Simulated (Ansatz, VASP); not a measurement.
## MgS in VASP and in Ansatz

Contents of POSCAR:

```
MgS
1.0
    0.0000000000      2.6015177399      2.6015177399
    2.6015177399      0.0000000000      2.6015177399
    2.6015177399      2.6015177399      0.0000000000
Mg S
1 1
Direct
    0.0000000000      0.0000000000      0.0000000000
    0.5000000000      0.5000000000      0.5000000000
```

File INCAR.step1:

```
  ALGO = Normal
  EDIFF = 1E-5
  ENCUT = 520
  GGA = PE
  ISIF = 2
  ISMEAR = 0
  LASPH = T
  LREAL = F
  LWAVE = T
  NBANDS = 11
  NELM = 100
  PREC = Accurate
  SIGMA = 0.01
```

INCAR.step2

```
  AEXX = 0.25
  ALGO = Normal
  EDIFF = 1E-6
  ENCUT = 520
  GGA = PE
  ISIF = 2
  ISMEAR = 0
  ISTART = 1
  LASPH = T
  LCHARG = T
  LELF = T
  LHFCALC = T
  LREAL = F
  LVHAR = T
  LWAVE = F
  NBANDS = 11
  NELM = 100
  PREC = Accurate
  PRECFOCK = Normal
  SIGMA = 0.01
```

The input KPOINTS:

```
k-points
0
Gamma
  6 6 6
```

Input for Ansatz:

```yaml
crystal:
  lattice:
    - [0.0, 2.6015177399, 2.6015177399]
    - [2.6015177399, 0.0, 2.6015177399]
    - [2.6015177399, 2.6015177399, 0.0]
  atoms:
    - { symbol: Mg, position: [0.0, 0.0, 0.0] }
    - { symbol: S, position: [0.5, 0.5, 0.5] }
kpoints:
  mp_grid: { grid: [6, 6, 6] }
  band_path:
    path:
      - [0.0, 0.0, 0.0]
      - [0.5, 0.0, 0.5]
      - [0.625, 0.25, 0.625]
      - [0.375, 0.375, 0.75]
      - [0.5, 0.5, 0.5]
      - [0.5, 0.25, 0.75]
      - [0.0, 0.5, 0.5]
    npoints: 1
hamiltonian:
  xc: pbe0
scf:
  occupations: { method: fixed }
  n_extra_bands: 4
output:
  forces: true
  stress: true
  eigenvalues: true
  write_density: true
  write_potential: true
  elf: true
  volumetric_format: npy
```

Alike in both runs: task single point; functional PBE0; k mesh 6 × 6 × 6; no spin polarisation.

|  | VASP | Ansatz |
| --- | --- | --- |
| version | VASP 6.6.1 | Ansatz 0.2.0 |
| potentials or method | VASP PAW PBE potentials, release 64 (Mg, S) | plane waves, PAW |
| plane-wave cutoff (eV) | 520 | 420 |
| occupations | gaussian, width 0.01 eV | fixed |
| valence electrons in the cell | 8 | 16 |

|  | VASP | Ansatz | Ansatz less VASP |
| --- | --- | --- | --- |
| gap on the k mesh at the Fermi level (eV) | 4.49 | 4.53 | +0.038 |
| pressure (GPa) | -0.7 | -0.4 | +0.37 |

VASP's potentials hold 8 valence electrons a cell and Ansatz's 16, so a difference there can come from the potentials and not from the codes. Ansatz's warnings: stress exchange threshold loose, stress scf threshold loose.
